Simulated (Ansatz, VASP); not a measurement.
# Zr in VASP and in Ansatz

INCAR

```
  ALGO = Fast
  EDIFF = 1E-6
  ENCUT = 520
  GGA = PE
  ISIF = 2
  ISMEAR = 0
  LASPH = True
  LCHARG = False
  LREAL = False
  LWAVE = False
  NBANDS = 12
  NELM = 100
  PREC = Accurate
  SIGMA = 0.1
```

The input KPOINTS:

```
k-points
0
Gamma
  16 16 16
```

POSCAR

```
Zr
1.0
    0.0000000000      2.3084660500      2.3084660500
    2.3084660500      0.0000000000      2.3084660500
    2.3084660500      2.3084660500      0.0000000000
Zr
1
Direct
    0.0000000000      0.0000000000      0.0000000000
```

Input for Ansatz:

```yaml
crystal:
  lattice:
    - [0.0, 2.30846605, 2.30846605]
    - [2.30846605, 0.0, 2.30846605]
    - [2.30846605, 2.30846605, 0.0]
  atoms:
    - { symbol: Zr, position: [0.0, 0.0, 0.0] }
basis:
  ecutwfc: 420
kpoints:
  mp_grid: { grid: [16, 16, 16] }
hamiltonian:
  xc: pbe
scf:
  occupations: { method: gaussian, width: 0.1 }
output:
  forces: true
  stress: true
  eigenvalues: true
  populations: true
```

Alike in both runs: task single point; functional PBE; k mesh 16 × 16 × 16; occupations gaussian, width 0.1 eV; no spin polarisation.

|  | VASP | Ansatz |
| --- | --- | --- |
| version | VASP 6.6.1 | Ansatz 0.2.0 |
| potentials or method | VASP PAW PBE potentials, release 64 (Zr_sv), cutoff 520 eV | scalar-relativistic, plane waves, PAW |
| valence electrons in the cell | 12 | 12 |

```tsv
	VASP	Ansatz	Ansatz less VASP
gap on the k mesh at the Fermi level (eV)	none	none	-
pressure (GPa)	-4.8	-4.8	-0.02
```

A gap of «none» marks a metal or a gap that the smearing closes.
